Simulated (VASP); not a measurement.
## Na: single point with PBE

Na:

```xyz
4
Lattice="3.7004 0.0000 0.0000 -1.8502 3.2046 0.0000 0.0000 0.0000 12.5373" Properties=species:S:1:pos:R:3 pbc="T T T"
Na    1.8502    1.0682    9.4030
Na    0.0000    0.0000    6.2687
Na    0.0000    2.1364    3.1343
Na    0.0000    0.0000    0.0000
```

This isn't the form of Na at room conditions, which is bcc.

```yaml
Program: VASP 6.6.1
Task: single point
Functional: PBE
Potentials_or_basis: VASP PAW PBE potentials, release 64 (Na_pv)
Cutoff: 520 eV
k_mesh: 8 × 8 × 3
Occupations: fermi-dirac, width 0.05 eV
Spin: no spin polarisation
```

| Quantity | Value |
| --- | --- |
| Pressure | 0.0 GPa |
| Band gap on the k mesh | zero (bands 14 and 15 overlap by 3.44 eV) |

Stress tensor (GPa, compression positive):
```
 0.29  0.00  0.00
 0.00  0.29  0.00
 0.00  0.00 -0.67
```

Levels at points of the mesh, in eV from the Fermi level:
```
           k point  band 12  band 13  band 14  band 15  band 16  band 17
(0.00, 0.00, 0.00)   -24.89    -3.26    -2.28    -2.28     0.41     0.75
(0.50, 0.00, 0.00)   -24.90     0.35     0.42     1.10     1.19     1.50
```

Wall time 85 s on 1 thread of Intel Xeon 8259CL, on a shared host, peak memory 0.26 GiB.
